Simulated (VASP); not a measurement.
# Re (P6_3/mmc) in VASP: single point with PBE

Aim: the single point of Re with PBE.

All numbers are computed with VASP 6.6.1; they aren't measurements. Logs are shortened: lines on timing, memory, paths and dates and some standing lists are left out, and cuts for length are marked.

## Step 1: The cell of the first run

Symmetry: P6_3/mmc, No. 194, hexagonal system. Conventional cell: a = 2.775 Å, b = 2.775 Å, c = 4.484 Å, α = 90.00°, β = 90.00°, γ = 120.00°. Within 3.6 Å of Re (site symmetry -6m2) lie 12 Re at 2.76 to 2.77 Å.

## Step 2: Single point, PBE

File INCAR:

```
PREC     = Accurate       # precision mode
ENCUT    = 520            # plane-wave cutoff, eV
EDIFF    = 1E-6           # SCF threshold, eV
ISMEAR   = 0              # smearing method
SIGMA    = 0.15           # smearing width, eV
LREAL    = F              # projectors in reciprocal space
LASPH    = T              # aspherical terms in the spheres
NELM     = 100            # most SCF steps
ALGO     = Normal         # electronic algorithm
ISIF     = 2              # what is computed and relaxed
LWAVE    = F              # write WAVECAR
LCHARG   = F              # write CHGCAR
GGA      = PE             # functional
NBANDS   = 14             # bands
```

File KPOINTS:

```
Automatic mesh
0
Gamma
  18 18 10
```

File POSCAR:

```
Re
1.0
    2.7748241524      0.0000000000      0.0000000000
   -1.3874120762      2.4030682070      0.0000000000
    0.0000000000      0.0000000000      4.4842238099
Re
2
Direct
    0.3333333333      0.6666666667      0.2500000000
    0.6666666667      0.3333333333      0.7500000000
```

Potentials or basis: VASP PAW PBE potentials, release 64 (Re).

Command:

```
$ cat potpaw_PBE.64/Re/POTCAR > POTCAR
$ mpirun -np 1 vasp_std > vasp.out
```

OUTCAR:

```text
PREC = Accurate
   ENCUT = 520
   EDIFF = 1E-6
   ISMEAR = 0
   LREAL = F
   LASPH = T
   NELM = 100
   ISIF = 2
   GGA = PE

 ion  position               nearest neighbor table
   1  0.333  0.667  0.250-   2 2.76   2 2.76   2 2.76   2 2.76   2 2.76   2 2.76
   2  0.667  0.333  0.750-   1 2.76   1 2.76   1 2.76   1 2.76   1 2.76   1 2.76

  LATTYP: Found a hexagonal cell.
 ALAT       =     2.7748241524
 C/A-ratio  =     1.6160389140

  Lattice vectors:

 A1 = (   2.7748241524,   0.0000000000,   0.0000000000)
 A2 = (  -1.3874120762,   2.4030682070,   0.0000000000)
 A3 = (   0.0000000000,   0.0000000000,   4.4842238099)

Analysis of symmetry for initial positions (statically):
=====================================================================
 Subroutine PRICEL returns:
 Original cell was already a primitive cell.

 Routine SETGRP: Setting up the symmetry group for a
 hexagonal supercell.

 Subroutine GETGRP returns: Found 24 space group operations
 (whereof 12 operations were pure point group operations)
 out of a pool of 24 trial point group operations.

The static configuration has the point symmetry D_3d.
 The point group associated with its full space group is D_6h.

Analysis of symmetry for dynamics (positions and initial velocities):
=====================================================================
 Subroutine PRICEL returns:
 Original cell was already a primitive cell.

 Routine SETGRP: Setting up the symmetry group for a
 hexagonal supercell.

 Subroutine GETGRP returns: Found 24 space group operations
 (whereof 12 operations were pure point group operations)
 out of a pool of 24 trial point group operations.

The dynamic configuration has the point symmetry D_3d.
 The point group associated with its full space group is D_6h.

 Subroutine INISYM returns: Found 24 space group operations
 (whereof 12 operations are pure point group operations),
 and found     1 'primitive' translations

----------------------------------------------------------------------------------------

                                     Primitive cell

  volume of cell :      29.9012

  direct lattice vectors                    reciprocal lattice vectors
     2.774824152  0.000000000  0.000000000     0.360383197  0.208067336  0.000000000
    -1.387412076  2.403068207  0.000000000     0.000000000  0.416134672  0.000000000
     0.000000000  0.000000000  4.484223810     0.000000000  0.000000000  0.223004034

  length of vectors
     2.774824152  2.774824152  4.484223810     0.416134672  0.416134672  0.223004034

  position of ions in fractional coordinates (direct lattice)
     0.333333333  0.666666667  0.250000000
     0.666666667  0.333333333  0.750000000

  ion indices of the primitive-cell ions
   primitive index   ion index
                 1           1
                 2           2

----------------------------------------------------------------------------------------

 KPOINTS: Automatic mesh

Automatic generation of k-mesh.
 Grid dimensions read from file:
 generate k-points for:   18   18   10

 Generating k-lattice:

  Cartesian coordinates                     Fractional coordinates (reciprocal lattice)
     0.020021289  0.011559296  0.000000000     0.055555556  0.000000000  0.000000000
     0.000000000  0.023118593  0.000000000     0.000000000  0.055555556  0.000000000
     0.000000000  0.000000000  0.022300403     0.000000000  0.000000000  0.100000000

  Length of vectors
     0.023118593  0.023118593  0.022300403

  Shift w.r.t. Gamma in fractional coordinates (k-lattice)
     0.000000000  0.000000000  0.000000000

 Subroutine IBZKPT returns following result:
 ===========================================

 Found    222 irreducible k-points:

 Following reciprocal coordinates:
            Coordinates               Weight
  0.000000  0.000000  0.000000      1.000000
  0.055556  0.000000  0.000000      6.000000
  0.111111  0.000000  0.000000      6.000000
  0.166667  0.000000  0.000000      6.000000
  0.222222  0.000000  0.000000      6.000000
  0.277778  0.000000  0.000000      6.000000
[... 16 lines left out ...]
  0.333333  0.111111  0.000000     12.000000
  0.388889  0.111111  0.000000     12.000000
 [... further k-points ...]
   k-points           NKPTS =    222   k-points in BZ     NKDIM =    222   number of bands    NBANDS=     14
   number of dos      NEDOS =    301   number of ions     NIONS =      2
   total plane-waves  NPLWV =  20736
   dimension x,y,z NGX =    24 NGY =   24 NGZ =   36
   dimension x,y,z NGXF=    48 NGYF=   48 NGZF=   72
   ions per type =               2
   NGX,Y,Z   is equivalent  to a cutoff of  14.38, 14.38, 13.35 a.u.
   NGXF,Y,Z  is equivalent  to a cutoff of  28.76, 28.76, 26.69 a.u.
 SYSTEM =  unknown system
   PREC   = accura    normal or accurate (medium, high low for compatibility)
   ISTART =      0    job   : 0-new  1-cont  2-samecut
   ICHARG =      2    charge: 1-file 2-atom 10-const
   ISPIN  =      1    spin polarized calculation?
   LNONCOLLINEAR =      F non collinear calculations
   LSORBIT =      F    spin-orbit coupling
   LASPH  =      T    aspherical Exc in radial PAW
   ENCUT  =  520.0 eV  38.22 Ry    6.18 a.u.   5.16  5.16  8.34*2*pi/ulx,y,z
   NELM   =    100;   NELMIN=  2; NELMDL= -5     # of ELM steps
   EDIFF  = 0.1E-05   stopping-criterion for ELM
   LREAL  =      F    real-space projection
   EDIFFG = 0.1E-04   stopping-criterion for IOM
   NSW    =      0    number of steps for IOM
   IBRION =     -1    ionic relax: 0-MD 1-quasi-New 2-CG
   NFREE  =      0    steps in history (QN), initial steepest desc. (CG)
   ISIF   =      2    stress and relaxation
   ISYM   =      2    0-nonsym 1-usesym 2-fastsym
   POTIM  = 0.5000    time-step for ionic-motion
   TEBEG  =    0.0;   TEEND  =   0.0 temperature during run
   PSTRESS=    0.0 pullay stress
   NELECT =      14.0000    total number of electrons
   NUPDOWN=      -1.0000    fix difference up-down
   EMIN   =  10.00;   EMAX   =-10.00  energy-range for DOS
   EFERMI =   0.00;   METHOD = LEGACY
   ISMEAR =     0;   SIGMA  =   0.15  broadening in eV -4-tet -1-fermi 0-gaus
   EFERMI_NEDOS =   21; number of points for ismear=-14 and -15
   IALGO  =     38    algorithm
   IMIX   =      4    mixing-type and parameters
     AMIX     =   0.40;   BMIX     =  1.00
     AMIX_MAG =   1.60;   BMIX_MAG =  1.00
  volume/ion in A,a.u.               =      14.95       100.89
  Fermi-wavevector in a.u.,A,eV,Ry     =   1.271221  2.402260 21.987070  1.616004
  Thomas-Fermi vector in A             =   2.404166
   LORBIT       =      0    0 simple, 1 ext, 2 COOP (PROOUT), +10 PAW based schemes
   GGA     = PE    functional components
   LHFCALC =     F    Hartree Fock is set to
   AEXX    =    0.0000 exact exchange contribution
   IVDW    =     0    specifies the selected vdW correction
   LEPSILON=     F    determine dielectric tensor
   LRPA    =     F    only Hartree local field effects (RPA)
 non-spin polarized calculation
 Gauss-broadening in eV      SIGMA  =   0.15
  energy-cutoff  :      520.00
  volume of cell :       29.90
 maximum number of plane-waves:       817
 NGX is ok and might be reduce to    24
   NGX = 11   NGY = 11   NGZ = 17

 number of electron      14.0000000 magnetization

 Free energy of the ion-electron system (eV)
  ---------------------------------------------------
  ext. energy  EPLUGINS =         0.00000000
  ---------------------------------------------------
  free energy    TOTEN  =       -24.85979133 eV

  energy without entropy =      -24.84068415  energy(sigma->0) =      -24.85023774

 E-fermi :   7.6795     XC(G=0): -13.6426

 val. band max:        7.6692152808   @ k =   0.1667   0.0556   0.1000
 cond. band min:       7.6815850380   @ k =   0.3333   0.1667   0.4000
 fundamental gap:      0.0123697573
 Fermi energy:         7.6795267930

 k-point     1 :       0.0000    0.0000    0.0000
  band No.  band energies     occupation
      1      -2.0669      2.00000
      2       1.1820      2.00000
      3       6.1419      2.00000
      4       6.1528      2.00000
      5       6.1528      2.00000
      6       6.9657      2.00000
      7       6.9657      2.00000
      8       7.8824      0.05574
      9       7.8824      0.05574
     10       8.2669      0.00000
     11      10.9798      0.00000
     12      10.9798      0.00000
     13      17.4861      0.00000
     14      21.8189      0.00000

 k-point     2 :       0.0556    0.0000    0.0000
  band No.  band energies     occupation
      1      -1.9422      2.00000
      2       1.2996      2.00000
      3       5.7909      2.00000
      4       6.2663      2.00000
      5       6.4621      2.00000
      6       6.8760      2.00000
      7       7.0730      2.00000
      8       7.6198      1.42643
      9       7.7857      0.31662
     10       7.9639      0.00733
     11      11.0449      0.00000
     12      11.5529      0.00000
     13      17.4791      0.00000
     14      22.0956      0.00000

 k-point     3 :       0.1111    0.0000    0.0000
  band No.  band energies     occupation
      1      -1.5787      2.00000
      2       1.6307      2.00000
      3       5.3742      2.00000
      4       6.5798      2.00000
      5       6.6031      2.00000
      6       6.7144      2.00000
      7       6.8611      2.00000
      8       7.3902      1.99362
      9       7.5316      1.83702
     10       7.7368      0.58928
     11      11.2074      0.00000
     12      12.7205      0.00000
     13      17.4319      0.00000
     14      22.8565      0.00000

 k-point     4 :       0.1667    0.0000    0.0000
  band No.  band energies     occupation
      1      -1.0092      2.00000
      2       2.0931      2.00000
      3       4.9655      2.00000
      4       5.7269      2.00000
      5       6.2698      2.00000
      6       7.1508      2.00000
      7       7.1920      2.00000
      8       7.3024      1.99962
      9       7.4815      1.93805
     10       7.9025      0.03554
     11      11.4039      0.00000
     12      14.0539      0.00000
     13      17.3010      0.00000
     14      23.7587      0.00000

 k-point     5 :       0.2222    0.0000    0.0000
  band No.  band energies     occupation
      1      -0.2942      2.00000
      2       2.4896      2.00000
      3       4.7339      2.00000
      4       4.8161      2.00000
      5       6.0008      2.00000
      6       6.8308      2.00000
      7       7.1978      1.99999
      8       7.8861      0.05148
      9       7.9057      0.03300
     10       8.5831      0.00000
     11      11.5865      0.00000
[... 276 lines left out ...]
 k-point    22 :       0.2778    0.1111    0.0000
  band No.  band energies     occupation
      1       1.4944      2.00000
      2       2.7586      2.00000
      3       3.3599      2.00000
      4       4.6300      2.00000
      5       5.7826      2.00000
      6       6.2945      2.00000
      7       6.8588      2.00000
      8       9.0142      0.00000
      9      10.1840      0.00000
     10      11.1680      0.00000
     11      11.6184      0.00000
     12      16.8242      0.00000
     13      18.5732      0.00000
     14      19.4809      0.00000

 k-point    23 :       0.3333    0.1111    0.0000
  band No.  band energies     occupation
      1       1.9757      2.00000
      2       2.5130      2.00000
      3       2.9354      2.00000
      4       5.0179      2.00000
      5       5.6843      2.00000
      6       6.5583      2.00000
      7       6.7397      2.00000
      8       9.9073      0.00000
      9      10.9353      0.00000
     10      11.6551      0.00000
     11      12.2214      0.00000
     12      17.0569      0.00000
     13      17.6436      0.00000
     14      19.6456      0.00000

 k-point    24 :       0.3889    0.1111    0.0000
  band No.  band energies     occupation
      1       2.2029      2.00000
      2       2.3467      2.00000
      3       2.6745      2.00000
      4       5.4221      2.00000
      5       5.6581      2.00000
      6       6.3329      2.00000
      7       7.0688      2.00000
      8      10.8165      0.00000
      9      11.4035      0.00000
     10      11.6738      0.00000
     11      13.1956      0.00000
     12      15.9281      0.00000
     13      17.6947      0.00000
     14      18.8030      0.00000

 [... further k-points ...]

------------------------ aborting loop because EDIFF is reached ----------------------------------------

  FORCE on cell =-STRESS in cart. coord.  units (eV):
  Direction    XX          YY          ZZ          XY          YZ          ZX
  --------------------------------------------------------------------------------------
  -------------------------------------------------------------------------------------
  Total       -0.0735501     -0.0735501     -0.1411356     -0.0000000      0.0000000      0.0000000
  in kB       -3.9409868     -3.9409868     -7.5623794     -0.0000000      0.0000000      0.0000000
  external PRESSURE =      -5.1481177 kB  Pullay stress =       0.0000000 kB

 VOLUME and BASIS-vectors are now :
 -----------------------------------------------------------------------------
  energy-cutoff  :      520.00
  volume of cell :       29.90
      direct lattice vectors                 reciprocal lattice vectors
     2.774824152  0.000000000  0.000000000     0.360383197  0.208067336  0.000000000
    -1.387412076  2.403068207  0.000000000     0.000000000  0.416134672  0.000000000
     0.000000000  0.000000000  4.484223810     0.000000000  0.000000000  0.223004034

 POSITION                                       TOTAL-FORCE (eV/Angst)
 -----------------------------------------------------------------------------------
     -0.00000      1.60205      1.12106         0.000000     -0.000000      0.000000
      1.38741      0.80102      3.36317        -0.000000      0.000000      0.000000
 -----------------------------------------------------------------------------------
    total drift:                               -0.000000      0.000000     -0.000000

  FREE ENERGIE OF THE ION-ELECTRON SYSTEM (eV)
  ---------------------------------------------------
  free  energy   TOTEN  =       -24.8597913301 eV

  energy  without entropy=      -24.8406841543  energy(sigma->0) =      -24.85023774
```

Run time: 1.8 min. Hardware: 1 thread of Oxide Virtual Turin-like, shared host; peak memory 0.19 GiB.

Results:

* Free energy: -24.8598 eV
* Pressure: -0.5 GPa
* Band gap on the k mesh: zero (bands 7 and 8 overlap by 3.08 eV)

Stress tensor (GPa, compression positive):
```
-0.39  0.00  0.00
 0.00 -0.39  0.00
 0.00  0.00 -0.76
```

Caveat: spin-orbit coupling is left out, which moves the levels of the heavy elements.
